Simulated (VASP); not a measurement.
A run of VASP 6.6.1 is set up as follows.

INCAR

```
SYSTEM = YCuBP
ALGO = Fast
EDIFF = 1E-6
ENCUT = 520
GGA = PE
ISIF = 2
ISMEAR = 0
LASPH = .True.
LCHARG = .False.
LREAL = .False.
LWAVE = .False.
NBANDS = 23
NELM = 80
PREC = Accurate
SIGMA = 0.1
```

Contents of KPOINTS:

```
k-points
0
Gamma
  12 12 10
  0 0 0
```

POSCAR

```
YCuBP
1.0
    3.7468089446      0.0000000000      0.0000000000
    0.0000000000      3.7468089446      0.0000000000
    0.0000000000      0.0000000000      5.2544332394
Y Cu B P
1 1 1 1
Direct
    0.0000000000      0.0000000000      0.5000000000
    0.0000000000      0.0000000000      0.0000000000
    0.5000000000      0.5000000000      0.0000000000
    0.5000000000      0.5000000000      0.5000000000
```

Potentials or basis: VASP PAW PBE potentials, release 64 (Y_sv, Cu, B, P).

The run is started by

```sh
$ cat potpaw_PBE.64/Y_sv/POTCAR potpaw_PBE.64/Cu/POTCAR potpaw_PBE.64/B/POTCAR potpaw_PBE.64/P/POTCAR > POTCAR
$ mpirun -np 1 vasp_std > vasp.out
```

(1) What does it give for the band gap on the k mesh?

(2) What does it give for the pressure?

## Answers

(1) zero (bands 15 and 16 overlap by 1.28 eV).

(2) 0.0 GPa.
